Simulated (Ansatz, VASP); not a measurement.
## One calculation of Na, two programs

File INCAR:

```
PREC     = Accurate       # precision mode
ENCUT    = 600            # plane-wave cutoff, eV
EDIFF    = 1E-6           # SCF threshold, eV
ISMEAR   = -1             # smearing method
SIGMA    = 0.1            # smearing width, eV
LREAL    = False          # projectors in reciprocal space
LASPH    = True           # aspherical terms in the spheres
NELM     = 60             # most SCF steps
ALGO     = Normal         # electronic algorithm
ISIF     = 3              # what is computed and relaxed
LWAVE    = False          # write WAVECAR
LCHARG   = False          # write CHGCAR
GGA      = PS             # functional
IBRION   = 2              # ionic algorithm
NSW      = 80             # ionic steps
EDIFFG   = -0.01          # ionic threshold
```

The input KPOINTS:

```
Automatic mesh
0
Gamma
  11 11 11
```

Contents of POSCAR:

```
Na
1.0
   -2.1125000000      2.1125000000      2.1125000000
    2.1125000000     -2.1125000000      2.1125000000
    2.1125000000      2.1125000000     -2.1125000000
Na
1
Direct
    0.0000000000      0.0000000000      0.0000000000
```

Input for Ansatz:

```yaml
crystal:
  lattice:
    - [-2.1125, 2.1125, 2.1125]
    - [2.1125, -2.1125, 2.1125]
    - [2.1125, 2.1125, -2.1125]
  atoms:
    - { symbol: Na, position: [0.0, 0.0, 0.0] }
hamiltonian:
  xc: pbesol
  pseudopotentials:
    kind: paw
    azcp:
      Na: "pseudopotentials/Na.paw.azcp"
basis:
  ecutwfc: 420
  fft_grid_basis: typed
kpoints:
  mp_grid: { grid: [11, 11, 11], shift: [0, 0, 0] }
magnetization:
  spin_polarized: false
scf:
  occupations: { method: fermi_dirac, width: 0.1 }
relax:
  max_steps: 60
  f_tol: 0.01
  cell: {}
```

Alike in both runs: task relaxation of cell and atoms; functional PBEsol; k mesh 11 × 11 × 11; occupations fermi-dirac, width 0.1 eV; no spin polarisation.

```csv
,VASP,Ansatz
version,VASP 6.6.1,Ansatz 0.2.0
potentials or method,"VASP PAW PBE potentials, release 64 (Na_pv), cutoff 600 eV","plane waves (420 eV) with PAW, scalar-relativistic"
valence electrons in the cell,7,9
```

VASP gave:

| Quantity | Value |
| --- | --- |
| relaxed volume (Å³/atom) | 36.67 |
| relaxed cell length with the largest relative difference (Å) | 3.625 |

Task: Estimate Ansatz's values.

Result: Relaxed volume (Å³/atom): 36.24; relaxed cell length with the largest relative difference (Å): 3.611.

VASP's potentials were made for PBE, not for PBEsol, and Ansatz warns of the same on its side. VASP's potentials hold 7 valence electrons a cell and Ansatz's 9, so a difference there can come from the potentials and not from the codes.
